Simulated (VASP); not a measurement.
## Sb: relaxation of cell and atoms with PBE+D4

The system is Sb.

```
Sb
1.0
     3.12240    0.00000    0.00000
     0.00000    4.34752    0.00000
    -0.03891    0.00000    4.40585
Sb
2
Cartesian
  0.0262 1.0869 1.0625
  3.0573 3.2606 3.3433
```

- Program: VASP 6.6.1
- Task: relaxation of cell and atoms
- Functional: PBE
- Dispersion: D4
- Potentials or basis: VASP PAW PBE potentials, release 64 (Sb)
- Cutoff: 600 eV
- k mesh: 9 × 6 × 6
- Occupations: fermi-dirac, width 0.05 eV
- Spin: no spin polarisation
- Dipole correction: no
- Further INCAR settings: ALGO = Normal; EDIFF = 1e-06; IBRION = 2; EDIFFG = -0.01; NSW = 60; ISIF = 3

```yaml
Relaxed_volume: 28.61 Å³/atom
Relaxed_cell: a = 3.073 Å, b = 4.288 Å, c = 4.342 Å, α = 90.00°, β = 89.97°, γ = 90.00°
Space_group_after_relaxing_to_0.1_Å: Pm-3m (No. 221)
Energy_gained_by_relaxing: 11.9 meV/atom
Ionic_steps: 19
Pressure_after_relaxing: 0.0 GPa
Largest_force_after_relaxing: 0.006 eV/Å
Band_gap_on_the_k_mesh: zero (bands 5 and 6 overlap by 8.81 eV)
Dispersion_energy_per_atom: -0.538 eV
```

Forces on the atoms (eV/Å):
```
Sb  -0.003  0.000  0.005
Sb   0.003  0.000 -0.005
```

Step by step:
| step | energy change (eV) | largest force (eV/Å) | pressure (GPa) | volume (Å³) |
| --- | --- | --- | --- | --- |
| 1 | 0.0000 | 0.0641 | -2.26 | 59.81 |
| 2 | -0.0132 | 0.1465 | 1.38 | 56.23 |
| 3 | -0.0181 | 0.1170 | 0.04 | 57.40 |
| 4 | -0.0195 | 0.1033 | 0.04 | 57.34 |
| 5 | -0.0223 | 0.0529 | 0.09 | 57.17 |
| 6 | -0.0198 | 0.0456 | 0.45 | 56.82 |
| 7 | -0.0227 | 0.0286 | 0.14 | 57.08 |
| 8 | -0.0231 | 0.0187 | -0.19 | 57.41 |
| 9 | -0.0231 | 0.0204 | -0.11 | 57.32 |
| 10 | -0.0232 | 0.0172 | 0.10 | 57.14 |
| 11 | -0.0232 | 0.0180 | 0.05 | 57.19 |
| 12 | -0.0234 | 0.0159 | 0.07 | 57.17 |
| 13 | -0.0236 | 0.0212 | 0.12 | 57.11 |
| 14 | -0.0236 | 0.0220 | -0.06 | 57.28 |
| 15 | -0.0236 | 0.0219 | -0.03 | 57.25 |
| 16 | -0.0237 | 0.0188 | -0.02 | 57.25 |
| 17 | -0.0238 | 0.0118 | 0.00 | 57.23 |
| 18 | -0.0238 | 0.0083 | 0.00 | 57.23 |
| 19 | -0.0239 | 0.0056 | 0.01 | 57.22 |

Final structure:
```yaml
crystal:
  lattice:
    - [3.07269, 0.00000, 0.01426]
    - [0.00000, 4.28823, 0.00000]
    - [-0.01799, 0.00000, 4.34227]
  atoms:
    - { symbol: Sb, position: [0.00122, 0.25000, 0.24974] }
    - { symbol: Sb, position: [0.99878, 0.75000, 0.75026] }
```

Levels at points of the mesh, in eV from the Fermi level:
```csv
k point,band 3,band 4,band 5,band 6,band 7,band 8
"(0.00, 0.00, 0.00)",-3.93,-3.78,1.89,3.09,3.27,3.33
"(0.00, 0.50, 0.00)",-1.62,-1.62,-1.11,-1.11,4.89,4.89
"(0.00, 0.00, 0.50)",-1.53,-1.51,-0.98,-0.97,4.85,4.86
"(0.00, 0.50, 0.50)",-6.02,-6.02,5.26,5.26,5.47,5.47
```

Wall time 3.2 min on 1 thread of AMD EPYC 9R45 96-Core Processor (Zen 5), with other jobs on the host, peak memory 0.23 GiB.

Caveat: spin-orbit coupling is left out, which moves the levels of the heavy elements.
